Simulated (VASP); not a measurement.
Here is a VASP 6.6.1 calculation.

Contents of INCAR:

```
PREC     = Accurate       # precision mode
ENCUT    = 520            # plane-wave cutoff, eV
EDIFF    = 1E-7           # SCF threshold, eV
ISMEAR   = 0              # smearing method
SIGMA    = 0.1            # smearing width, eV
LREAL    = False          # projectors in reciprocal space
LASPH    = True           # aspherical terms in the spheres
NELM     = 100            # most SCF steps
ALGO     = Normal         # electronic algorithm
ISIF     = 2              # what is computed and relaxed
LWAVE    = False          # write WAVECAR
LCHARG   = False          # write CHGCAR
GGA      = PE             # functional
NBANDS   = 45             # bands
```

KPOINTS

```
Automatic mesh
0
Gamma
  6 6 2
```

File POSCAR:

```
NbPdO2
1.0
    2.9210359618      0.0000000000      0.0000000000
   -1.4605179809      2.5296913483      0.0000000000
    0.0000000000      0.0000000000     14.4943086767
Nb Pd O
2 2 4
Direct
    0.3333333333      0.6666666667      0.7500000000
    0.6666666667      0.3333333333      0.2500000000
    0.0000000000      0.0000000000      0.5000000000
    0.0000000000      0.0000000000      0.0000000000
    0.3333333333      0.6666666667      0.3347746951
    0.6666666667      0.3333333333      0.8347746951
    0.6666666667      0.3333333333      0.6652253049
    0.3333333333      0.6666666667      0.1652253049
```

Potentials or basis: VASP PAW PBE potentials, release 64 (Nb_sv, Pd, O).

Command:

```sh
$ cat potpaw_PBE.64/Nb_sv/POTCAR potpaw_PBE.64/Pd/POTCAR potpaw_PBE.64/O/POTCAR > POTCAR
$ mpirun -np 1 vasp_std > vasp.out
```

(1) What does it give for the pressure?

(2) Estimate the largest force.

(3) Predict the band gap on the k mesh.

## Answers

(1) -0.2 GPa.

(2) 0.012 eV/Å.

(3) zero (bands 35 and 36 overlap by 0.63 eV).

Caveat: the k points lie up to 0.41 Å⁻¹ apart, too coarse for converged energies and pressures of a metal.
